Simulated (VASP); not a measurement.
Input of a VASP 6.6.1 run:

The input INCAR:

```
  PREC = Accurate
  ENCUT = 520
  EDIFF = 1E-7
  ISMEAR = 0
  SIGMA = 0.15
  LREAL = False
  LASPH = True
  NELM = 80
  ALGO = Normal
  ISIF = 2
  LWAVE = False
  LCHARG = False
  GGA = PS
  NBANDS = 11
```

Contents of KPOINTS:

```
regular mesh
0
Gamma
  16 16 16
```

Contents of POSCAR:

```
HCl
1.0
    0.0000000000      2.7375000000      2.8059375000
    2.7375000000      0.0000000000      2.8059375000
    2.7375000000      2.7375000000      0.0000000000
H Cl
1 1
Direct
    0.0000000000      0.0000000000      0.0000000000
    0.5000000000      0.5000000000      0.5000000000
```

Potentials or basis: VASP PAW PBE potentials, release 64 (H, Cl).

The run is started by

```console
$ cat potpaw_PBE.64/H/POTCAR potpaw_PBE.64/Cl/POTCAR > POTCAR
$ mpirun -np 1 vasp_std > vasp.out
```

**Question.** Predict the pressure.

**Answer.** -10.2 GPa.

**Question.** What does it give for the band gap on the k mesh?

**Answer.** Zero (band 4 reaches -2.45 eV, above the bottom of band 5 at -2.51 eV).

Stress tensor (GPa, compression positive):
```
-10.76   0.00   0.00
  0.00 -10.76   0.00
  0.00   0.00  -8.98
```

Caveat: the cell differs from its parent crystal (strain +0.000 along x and y, +0.025 along z); the PAW data sets were made with another functional, which shifts forces and pressure a little.
